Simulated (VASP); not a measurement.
# As2Se (I4_1/amd) in VASP: a series of runs

Runs on As2Se. Level: PBEsol. Tasks: single point, relaxation of shape and atoms at fixed volume.

Everything below comes from runs of VASP 6.6.1. Logs are shortened: lines on timing, memory, paths and dates and some standing lists are left out, and cuts for length are marked.

**1. The cell of the first run**

Symmetry: I4_1/amd, No. 141, tetragonal system. The conventional cell has a = 6.840 Å, b = 6.840 Å, c = 5.223 Å, α = 90.00°, β = 90.00°, γ = 90.00°. As (site symmetry 2/m) has 2 Se at 2.60 Å and 4 As at 2.75 Å within 3.4 Å. Se (site symmetry -4m2) has 4 As at 2.60 Å within 3.4 Å.

**2. Single point, PBEsol (volume scaled by 0.97, then relaxed in part)**

File INCAR:

```
SYSTEM = As2Se
PREC = Accurate
ENCUT = 520
EDIFF = 1E-6
ISMEAR = 0
SIGMA = 0.1
LREAL = .FALSE.
LASPH = .TRUE.
NELM = 60
ALGO = Normal
ISIF = 2
LWAVE = .FALSE.
LCHARG = .FALSE.
GGA = PS
NBANDS = 25
```

File KPOINTS:

```
regular mesh
0
G
  8 8 8
  0 0 0
```

File POSCAR:

```
As2Se
1.0
   -3.4202227425      3.4202227425      2.6115462888
    3.4202227425     -3.4202227425      2.6115462888
    3.4202227425      3.4202227425     -2.6115462888
As Se
4 2
Direct
    0.8750000000      0.1250000000      0.7500000000
    0.3750000000      0.1250000000      0.2500000000
    0.8750000000      0.6250000000      0.7500000000
    0.8750000000      0.1250000000      0.2500000000
    0.5000000000      0.5000000000      0.0000000000
    0.2500000000      0.7500000000      0.5000000000
```

Potentials or basis: VASP PAW PBE potentials, release 64 (As, Se).

Started as:

```console
$ cat potpaw_PBE.64/As/POTCAR potpaw_PBE.64/Se/POTCAR > POTCAR
$ mpirun -np 1 vasp_std > vasp.out
```

OUTCAR:

```text
SYSTEM = As2Se
   PREC = Accurate
   ENCUT = 520
   EDIFF = 1E-6
   ISMEAR = 0
   LREAL = .FALSE.
   LASPH = .TRUE.
   NELM = 60
   ISIF = 2
   GGA = PS

 ion  position               nearest neighbor table
   1  0.875  0.125  0.750-   5 2.60   6 2.60   4 2.75   4 2.75   3 2.75   3 2.75
   2  0.375  0.125  0.250-   5 2.60   6 2.60   3 2.75   4 2.75   4 2.75   3 2.75
   3  0.875  0.625  0.750-   5 2.60   6 2.60   1 2.75   2 2.75   1 2.75   2 2.75
   4  0.875  0.125  0.250-   6 2.60   5 2.60   2 2.75   1 2.75   1 2.75   2 2.75
   5  0.500  0.500  0.000-   4 2.60   2 2.60   3 2.60   1 2.60
   6  0.250  0.750  0.500-   1 2.60   2 2.60   3 2.60   4 2.60

  LATTYP: Found a body centered tetragonal cell.
 ALAT       =     6.8404454850
 C/A-ratio  =     0.7635602958

  Lattice vectors:

 A1 = (  -3.4202227425,   3.4202227425,   2.6115462888)
 A2 = (   3.4202227425,  -3.4202227425,   2.6115462888)
 A3 = (   3.4202227425,   3.4202227425,  -2.6115462888)

Analysis of symmetry for initial positions (statically):
=====================================================================
 Subroutine PRICEL returns:
 Original cell was already a primitive cell.

 Routine SETGRP: Setting up the symmetry group for a
 body centered tetragonal supercell.

 Subroutine GETGRP returns: Found 16 space group operations
 (whereof  8 operations were pure point group operations)
 out of a pool of 16 trial point group operations.

The static configuration has the point symmetry D_2d.
 The point group associated with its full space group is D_4h.

Analysis of symmetry for dynamics (positions and initial velocities):
=====================================================================
 Subroutine PRICEL returns:
 Original cell was already a primitive cell.

 Routine SETGRP: Setting up the symmetry group for a
 body centered tetragonal supercell.

 Subroutine GETGRP returns: Found 16 space group operations
 (whereof  8 operations were pure point group operations)
 out of a pool of 16 trial point group operations.

The dynamic configuration has the point symmetry D_2d.
 The point group associated with its full space group is D_4h.

 Subroutine INISYM returns: Found 16 space group operations
 (whereof  8 operations are pure point group operations),
 and found     1 'primitive' translations

----------------------------------------------------------------------------------------

                                     Primitive cell

  volume of cell :     122.1987

  direct lattice vectors                    reciprocal lattice vectors
    -3.420222743  3.420222743  2.611546289     0.000000000  0.146189309  0.191457453
     3.420222743 -3.420222743  2.611546289     0.146189309  0.000000000  0.191457453
     3.420222743  3.420222743 -2.611546289     0.146189309  0.146189309  0.000000000

  length of vectors
     5.496910153  5.496910153  5.496910153     0.240888502  0.240888502  0.206742904

  position of ions in fractional coordinates (direct lattice)
     0.875000000  0.125000000  0.750000000
     0.375000000  0.125000000  0.250000000
     0.875000000  0.625000000  0.750000000
     0.875000000  0.125000000  0.250000000
     0.500000000  0.500000000  0.000000000
     0.250000000  0.750000000  0.500000000

  ion indices of the primitive-cell ions
   primitive index   ion index
                 1           1
                 2           2
                 3           3
                 4           4
                 5           5
                 6           6

----------------------------------------------------------------------------------------

 KPOINTS: regular mesh

Automatic generation of k-mesh.
 Grid dimensions read from file:
 generate k-points for:    8    8    8

 Generating k-lattice:

  Cartesian coordinates                     Fractional coordinates (reciprocal lattice)
     0.000000000  0.018273664  0.023932182     0.125000000  0.000000000  0.000000000
     0.018273664  0.000000000  0.023932182     0.000000000  0.125000000  0.000000000
     0.018273664  0.018273664  0.000000000     0.000000000  0.000000000  0.125000000

  Length of vectors
     0.030111063  0.030111063  0.025842863

  Shift w.r.t. Gamma in fractional coordinates (k-lattice)
     0.000000000  0.000000000  0.000000000

 Subroutine IBZKPT returns following result:
 ===========================================

 Found     59 irreducible k-points:

 Following reciprocal coordinates:
            Coordinates               Weight
  0.000000  0.000000  0.000000      1.000000
  0.125000  0.000000  0.000000      8.000000
  0.250000  0.000000  0.000000      8.000000
  0.375000 -0.000000  0.000000      8.000000
  0.500000  0.000000  0.000000      4.000000
  0.125000  0.125000  0.000000      8.000000
[... 16 lines left out ...]
  0.250000  0.125000  0.125000     16.000000
  0.375000  0.125000  0.125000      8.000000
 [... further k-points ...]
   k-points           NKPTS =     59   k-points in BZ     NKDIM =     59   number of bands    NBANDS=     25
   number of dos      NEDOS =    301   number of ions     NIONS =      6
   total plane-waves  NPLWV =  74088
   dimension x,y,z NGX =    42 NGY =   42 NGZ =   42
   dimension x,y,z NGXF=    84 NGYF=   84 NGZF=   84
   ions per type =               4   2
   NGX,Y,Z   is equivalent  to a cutoff of  12.70, 12.70, 12.70 a.u.
   NGXF,Y,Z  is equivalent  to a cutoff of  25.40, 25.40, 25.40 a.u.
 SYSTEM =  As2Se
   PREC   = accura    normal or accurate (medium, high low for compatibility)
   ISTART =      0    job   : 0-new  1-cont  2-samecut
   ICHARG =      2    charge: 1-file 2-atom 10-const
   ISPIN  =      1    spin polarized calculation?
   LNONCOLLINEAR =      F non collinear calculations
   LSORBIT =      F    spin-orbit coupling
   LASPH  =      T    aspherical Exc in radial PAW
   ENCUT  =  520.0 eV  38.22 Ry    6.18 a.u.  10.22 10.22 10.22*2*pi/ulx,y,z
   NELM   =     60;   NELMIN=  2; NELMDL= -5     # of ELM steps
   EDIFF  = 0.1E-05   stopping-criterion for ELM
   LREAL  =      F    real-space projection
   EDIFFG = 0.1E-04   stopping-criterion for IOM
   NSW    =      0    number of steps for IOM
   IBRION =     -1    ionic relax: 0-MD 1-quasi-New 2-CG
   NFREE  =      0    steps in history (QN), initial steepest desc. (CG)
   ISIF   =      2    stress and relaxation
   ISYM   =      2    0-nonsym 1-usesym 2-fastsym
   POTIM  = 0.5000    time-step for ionic-motion
   TEBEG  =    0.0;   TEEND  =   0.0 temperature during run
   PSTRESS=    0.0 pullay stress
   NELECT =      32.0000    total number of electrons
   NUPDOWN=      -1.0000    fix difference up-down
   EMIN   =  10.00;   EMAX   =-10.00  energy-range for DOS
   EFERMI =   0.00;   METHOD = LEGACY
   ISMEAR =     0;   SIGMA  =   0.10  broadening in eV -4-tet -1-fermi 0-gaus
   EFERMI_NEDOS =   21; number of points for ismear=-14 and -15
   IALGO  =     38    algorithm
   IMIX   =      4    mixing-type and parameters
     AMIX     =   0.40;   BMIX     =  1.00
     AMIX_MAG =   1.60;   BMIX_MAG =  1.00
  volume/ion in A,a.u.               =      20.37       137.44
  Fermi-wavevector in a.u.,A,eV,Ry     =   1.047376  1.979254 14.925546  1.096997
  Thomas-Fermi vector in A             =   2.182254
   LORBIT       =      0    0 simple, 1 ext, 2 COOP (PROOUT), +10 PAW based schemes
   GGA     = PS    functional components
   LHFCALC =     F    Hartree Fock is set to
   AEXX    =    0.0000 exact exchange contribution
   IVDW    =     0    specifies the selected vdW correction
   LEPSILON=     F    determine dielectric tensor
   LRPA    =     F    only Hartree local field effects (RPA)
 non-spin polarized calculation
 Gauss-broadening in eV      SIGMA  =   0.10
  energy-cutoff  :      520.00
  volume of cell :      122.20
 maximum number of plane-waves:      3310
 NGX is ok and might be reduce to    42
   NGX = 21   NGY = 21   NGZ = 21

 number of electron      32.0000001 magnetization

 Free energy of the ion-electron system (eV)
  ---------------------------------------------------
  ext. energy  EPLUGINS =         0.00000000
  ---------------------------------------------------
  free energy    TOTEN  =       -27.84679304 eV

  energy without entropy =      -27.83526677  energy(sigma->0) =      -27.84102991

 E-fermi :   5.5382     XC(G=0): -10.4296

 val. band max:        5.5167400273   @ k =   0.5000   0.1250   0.0000
 cond. band min:       5.5431051364   @ k =   0.5000   0.5000   0.1250
 fundamental gap:      0.0263651091
 Fermi energy:         5.5382080273

 k-point     1 :       0.0000    0.0000    0.0000
  band No.  band energies     occupation
      1     -10.2126      2.00000
      2      -7.6827      2.00000
      3      -5.0498      2.00000
      4      -5.0498      2.00000
      5      -5.0263      2.00000
      6      -3.2858      2.00000
[... 17 lines left out ...]
     24      11.5388      0.00000
     25      11.5389      0.00000

 k-point     2 :       0.1250    0.0000    0.0000
  band No.  band energies     occupation
      1     -10.0983      2.00000
      2      -7.7547      2.00000
      3      -5.4001      2.00000
      4      -5.0941      2.00000
      5      -5.0331      2.00000
      6      -3.4357      2.00000
[... 17 lines left out ...]
     24      11.1258      0.00000
     25      11.9186      0.00000

 k-point     3 :       0.2500    0.0000    0.0000
  band No.  band energies     occupation
      1      -9.7610      2.00000
      2      -7.9110      2.00000
      3      -6.2392      2.00000
      4      -5.2279      2.00000
      5      -5.1942      2.00000
      6      -3.2634      2.00000
[... 552 lines left out ...]
 k-point    23 :       0.2500    0.1250    0.1250
  band No.  band energies     occupation
      1      -9.0964      2.00000
      2      -8.1811      2.00000
      3      -7.0929      2.00000
      4      -6.4052      2.00000
      5      -4.3208      2.00000
      6      -2.8270      2.00000
[... 17 lines left out ...]
     24      10.2639      0.00000
     25      11.4482      0.00000

 k-point    24 :       0.3750    0.1250    0.1250
  band No.  band energies     occupation
      1      -8.5969      2.00000
      2      -8.3859      2.00000
      3      -7.5541      2.00000
      4      -6.5639      2.00000
      5      -4.2756      2.00000
      6      -2.5842      2.00000
[... 17 lines left out ...]
     24      10.2703      0.00000
     25      11.4537      0.00000

 [... further k-points ...]
[... 5 lines left out ...]
  --------------------------------------------------------------------------------------
  -------------------------------------------------------------------------------------
  Total        2.0096311      2.0096311      1.9983046      0.0000000      0.0000000      0.0000000
  in kB       26.3487743     26.3487743     26.2002707      0.0000000      0.0000000      0.0000000
  external PRESSURE =      26.2992731 kB  Pullay stress =       0.0000000 kB

 VOLUME and BASIS-vectors are now :
 -----------------------------------------------------------------------------
  energy-cutoff  :      520.00
  volume of cell :      122.20
      direct lattice vectors                 reciprocal lattice vectors
    -3.420222743  3.420222743  2.611546289     0.000000000  0.146189309  0.191457453
     3.420222743 -3.420222743  2.611546289     0.146189309  0.000000000  0.191457453
     3.420222743  3.420222743 -2.611546289     0.146189309  0.146189309  0.000000000

 POSITION                                       TOTAL-FORCE (eV/Angst)
 -----------------------------------------------------------------------------------
      0.00000      5.13033      0.65289        -0.000000     -0.000000     -0.000000
      0.00000      1.71011      0.65289        -0.000000     -0.000000     -0.000000
      1.71011      3.42022      1.95866        -0.000000     -0.000000     -0.000000
     -1.71011      3.42022      1.95866        -0.000000     -0.000000     -0.000000
      0.00000      0.00000      2.61155        -0.000000      0.000000      0.000000
      3.42022      0.00000      1.30577         0.000000     -0.000000     -0.000000
 -----------------------------------------------------------------------------------
    total drift:                               -0.000000      0.000000     -0.000000

  FREE ENERGIE OF THE ION-ELECTRON SYSTEM (eV)
  ---------------------------------------------------
  free  energy   TOTEN  =       -27.8467930440 eV

  energy  without entropy=      -27.8352667717  energy(sigma->0) =      -27.84102991
```

Run time: 1.9 min. Hardware: 1 thread of Intel Xeon Platinum 8488C (Sapphire Rapids), shared host; peak memory 0.34 GiB.

Results:

* Free energy: -27.8468 eV
* Pressure: 2.6 GPa
* Band gap on the k mesh: zero (band 16 reaches 5.80 eV, above the bottom of band 17 at 5.38 eV)

Levels at points of the mesh, in eV from the Fermi level:
```csv
k point,band 12,band 13,band 14,band 15,band 16,band 17,band 18,band 19,band 20,band 21
"(0.00, 0.00, 0.00)",-3.07,-3.07,-3.04,-3.04,-0.96,2.56,3.19,3.23,3.23,4.27
"(0.50, 0.00, 0.00)",-2.69,-1.88,-1.54,-0.56,-0.11,0.18,0.43,1.64,2.53,2.99
"(0.50, 0.50, 0.00)",-2.43,-1.53,-1.53,-1.27,-1.27,-0.09,-0.09,1.90,1.90,4.03
"(0.50, 0.50, 0.50)",-2.67,-0.83,-0.83,-0.36,-0.36,0.52,0.52,0.52,0.52,2.70
```

Caveat: the PAW data sets were made with another functional, which shifts forces and pressure a little.

[end of part 1 of 3]
